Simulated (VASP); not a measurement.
# Ge in VASP: a series of runs, part 3 of 3

VASP 6.6.1.

### 5 Relaxation of cell and atoms, PBEsol

This run uses another cell than the first one, of 22.86 Å³/atom.

Contents of INCAR:

```
  PREC = Accurate
  ENCUT = 600
  EDIFF = 1E-6
  ISMEAR = -1
  SIGMA = 0.15
  LREAL = False
  LASPH = True
  NELM = 60
  ALGO = Normal
  ISIF = 3
  LWAVE = False
  LCHARG = False
  GGA = PS
  IBRION = 2
  NSW = 80
  EDIFFG = -0.001
```

Contents of KPOINTS:

```
Automatic mesh
0
Gamma
  14 14 14
```

Contents of POSCAR:

```
Ge
1.0
    0.0000000000      2.8378807260      2.8378807260
    2.8378807260      0.0000000000      2.8378807260
    2.8378807260      2.8378807260      0.0000000000
Ge
2
Direct
    0.5000000000      0.5000000000      0.5000000000
    0.7500000000      0.7500000000      0.7500000000
```

Potentials or basis: VASP PAW PBE potentials, release 64 (Ge_d).

Launch:

```bash
$ cat potpaw_PBE.64/Ge_d/POTCAR > POTCAR
$ mpirun -np 1 vasp_std > vasp.out
```

OUTCAR:

```text
PREC = Accurate
   ENCUT = 600
   EDIFF = 1E-6
   ISMEAR = -1
   LREAL = False
   LASPH = True
   NELM = 60
   ISIF = 3
   GGA = PS
   IBRION = 2
   NSW = 80
   EDIFFG = -0.001

 ion  position               nearest neighbor table
   1  0.500  0.500  0.500-   2 2.46   2 2.46   2 2.46   2 2.46
   2  0.750  0.750  0.750-   1 2.46   1 2.46   1 2.46   1 2.46

  LATTYP: Found a face centered cubic cell.
 ALAT       =     5.6757614520

  Lattice vectors:

 A1 = (   0.0000000000,   2.8378807260,   2.8378807260)
 A2 = (   2.8378807260,   0.0000000000,   2.8378807260)
 A3 = (   2.8378807260,   2.8378807260,   0.0000000000)

Analysis of symmetry for initial positions (statically):
=====================================================================
 Subroutine PRICEL returns:
 Original cell was already a primitive cell.

 Routine SETGRP: Setting up the symmetry group for a
 face centered cubic supercell.

 Subroutine GETGRP returns: Found 48 space group operations
 (whereof 24 operations were pure point group operations)
 out of a pool of 48 trial point group operations.

The static configuration has the point symmetry T_d .
[... 169 lines left out ...]
  --------------------------------------------------------------------------------------
  -------------------------------------------------------------------------------------
  Total       -0.0057485     -0.0057485     -0.0057485     -0.0000000      0.0000000      0.0000000
  in kB       -0.2014901     -0.2014901     -0.2014901     -0.0000000      0.0000000      0.0000000
  external PRESSURE =      -0.2014901 kB  Pullay stress =       0.0000000 kB
[... 95 lines left out ...]
--------------------------------------- Ionic step        4  -------------------------------------------

 number of electron      28.0000019 magnetization

 Free energy of the ion-electron system (eV)
  ---------------------------------------------------
  ext. energy  EPLUGINS =         0.00000000
  ---------------------------------------------------
  free energy    TOTEN  =        -9.87749018 eV

  energy without entropy =       -9.86977757  energy(sigma->0) =       -9.87363387

 E-fermi :   4.8453     XC(G=0): -10.0886

 val. band max:        4.7742455054   @ k =   0.0000   0.0000   0.0000
 cond. band min:       4.8709730683   @ k =   0.5000   0.0000   0.0000
 fundamental gap:      0.0967275629
 Fermi energy:         4.8453096723

 k-point     1 :       0.0000    0.0000    0.0000
  band No.  band energies     occupation
      1     -19.9763      2.00000
      2     -19.9763      2.00000
      3     -19.9763      2.00000
      4     -19.9403      2.00000
      5     -19.9403      2.00000
      6     -19.7330      2.00000
[... 481 lines left out ...]
      5     -19.8893      2.00000
      6     -19.7963      2.00000
[... 10 lines left out ...]
     17       9.6346      0.00000
     18       9.6425      0.00000

 [... further k-points ...]

------------------------ aborting loop because EDIFF is reached ----------------------------------------

  FORCE on cell =-STRESS in cart. coord.  units (eV):
  Direction    XX          YY          ZZ          XY          YZ          ZX
  --------------------------------------------------------------------------------------
  -------------------------------------------------------------------------------------
  Total       -0.0008851     -0.0008851     -0.0008851      0.0000000      0.0000000     -0.0000000
  in kB       -0.0310469     -0.0310469     -0.0310469      0.0000000      0.0000000     -0.0000000
  external PRESSURE =      -0.0310469 kB  Pullay stress =       0.0000000 kB
[... 17 lines left out ...]
  FREE ENERGIE OF THE ION-ELECTRON SYSTEM (eV)
  ---------------------------------------------------
  free  energy   TOTEN  =        -9.8774901802 eV

  energy  without entropy=       -9.8697775693  energy(sigma->0) =       -9.87363387

 reached required accuracy - stopping structural energy minimisation
```

OSZICAR:

```text
N       E                     dE             d eps       ncg     rms          rms(c)
DAV:   1     0.173410947325E+03    0.17341E+03   -0.16641E+04  3866   0.456E+03
DAV:   2     0.124899538396E+02   -0.16092E+03   -0.15781E+03  3746   0.567E+02
DAV:   3    -0.931063028668E+01   -0.21801E+02   -0.21598E+02  4098   0.155E+02
[... 24 lines left out ...]
DAV:   1    -0.987774270104E+01   -0.27629E-03   -0.35864E-03  4954   0.127E+00    0.933E-02
DAV:   2    -0.987755558677E+01    0.18711E-03   -0.26848E-04  4858   0.353E-01    0.464E-02
DAV:   3    -0.987749566076E+01    0.59926E-04   -0.10124E-04  4934   0.190E-01    0.109E-02
DAV:   4    -0.987749019171E+01    0.54690E-05   -0.11666E-05  4634   0.735E-02    0.232E-03
DAV:   5    -0.987749018025E+01    0.11464E-07   -0.78383E-07  1888   0.188E-02
   4 F= -.98774902E+01 E0= -.98736339E+01  d E =0.796955E-05
```

CONTCAR:

```text
Ge
   1.00000000000000
     0.0000000000000000    2.8371623105799153    2.8371623105799153
     2.8371623105799153    0.0000000000000000    2.8371623105799153
     2.8371623105799153    2.8371623105799153    0.0000000000000000
  Ge
     2
Direct
     0.5000000000000000    0.5000000000000000    0.5000000000000000
     0.7500000000000000    0.7500000000000000    0.7500000000000000

  0.00000000E+00  0.00000000E+00  0.00000000E+00
  0.00000000E+00  0.00000000E+00  0.00000000E+00
```

It took 59 s on 1 thread of Intel Xeon 6975P-C (Granite Rapids), shared host; peak memory 0.24 GiB.

What came out:

```
Free energy                           : -9.8775 eV
Relaxed volume                        : 22.84 Å³/atom
Relaxed cell                          : a = 4.012 Å, b = 4.012 Å, c = 4.012 Å, α = 60.00°, β = 60.00°, γ = 60.00°
Space group after relaxing (to 0.1 Å) : Fd-3m (No. 227)
Ionic steps                           : 4
Pressure after relaxing               : 0.0 GPa
Band gap on the k mesh                : zero (filled and empty bands touch)
```

Final structure:
```yaml
crystal:
  lattice:
    - [0.00000, 2.83716, 2.83716]
    - [2.83716, 0.00000, 2.83716]
    - [2.83716, 2.83716, 0.00000]
  atoms:
    - { symbol: Ge, position: [0.50000, 0.50000, 0.50000] }
    - { symbol: Ge, position: [0.75000, 0.75000, 0.75000] }
```

Caveat: semilocal functionals underestimate gaps, so a narrow gap can read as zero; the PAW data sets were made with another functional, which shifts forces and pressure a little.

### 6 Summary

| task | cell | k mesh | cutoff (eV) | smearing | gap on the mesh (eV) | pressure (GPa) | relaxed volume (Å³/atom) |
| --- | --- | --- | --- | --- | --- | --- | --- |
| single point | a = 3.991, b = 4.090, c = 4.090 Å, angles 58.9, 60.0, 60.0°, 2 atoms, atomic positions A | 12 × 12 × 12 | 520 | gaussian 0.1 eV | none | -1.6 | - |
| relaxation of cell and atoms | relaxed to 18 GPa from a = 3.902 Å, angles 60.0°, 2 atoms, atomic positions B | 14 × 14 × 14 | 600 | gaussian 0.01 eV | 0.22 | 18.0 | - |
| relaxation of cell and atoms | relaxed from a = 4.000 Å, angles 60.0°, 2 atoms, atomic positions B | 14 × 14 × 14 | 600 | gaussian 0.1 eV | none | 0.0 | 22.83 |
| relaxation of cell and atoms | relaxed from a = 4.013 Å, angles 60.0°, 2 atoms, atomic positions B | 14 × 14 × 14 | 600 | fermi-dirac 0.15 eV | none | 0.0 | 22.84 |

Alike in all rows: level PBEsol; potentials or basis VASP PAW PBE potentials, release 64 (Ge_d); no spin polarisation.

Caveats: the PAW data sets were made with another functional, which shifts forces and pressure a little; semilocal functionals underestimate gaps, so a narrow gap can read as zero (at least some runs); the cell is relaxed towards a set pressure, so the run minimises the enthalpy, not the energy (at least some runs).

Total energies depend on the potentials used, so only differences within one code and one set of settings carry meaning.
